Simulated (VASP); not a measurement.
Input of a VASP 6.6.1 run:

INCAR

```
  ALGO = Normal
  EDIFF = 1E-6
  ENCUT = 500
  GGA = PE
  GGA_COMPAT = False
  ISIF = 2
  ISMEAR = 0
  IVDW = 12
  LASPH = True
  LCHARG = False
  LREAL = False
  LWAVE = False
  NBANDS = 16
  NELM = 120
  PREC = Accurate
  SIGMA = 0.02
```

The input KPOINTS:

```
k-points
0
Gamma
  8 8 8
```

Contents of POSCAR:

```
GaP
1.0
    0.0000000000      2.6673320558      2.6673320558
    2.6673320558      0.0000000000      2.6673320558
    2.6673320558      2.6673320558      0.0000000000
Ga P
1 1
Direct
    0.0000000000      0.0000000000      0.0000000000
    0.2500000000      0.2500000000      0.2500000000
```

Potentials or basis: VASP PAW PBE potentials, release 64 (Ga_d, P).

Run with:

```console
$ cat potpaw_PBE.64/Ga_d/POTCAR potpaw_PBE.64/P/POTCAR > POTCAR
$ mpirun -np 1 vasp_std > vasp.out
```

Problem. What does it give for the dispersion energy per atom?

Solution. -0.339 eV.

Problem. Predict the band gap on the k mesh.

Solution. 1.51 eV (least direct gap 2.37 eV).

 A k mesh can miss the band edges.
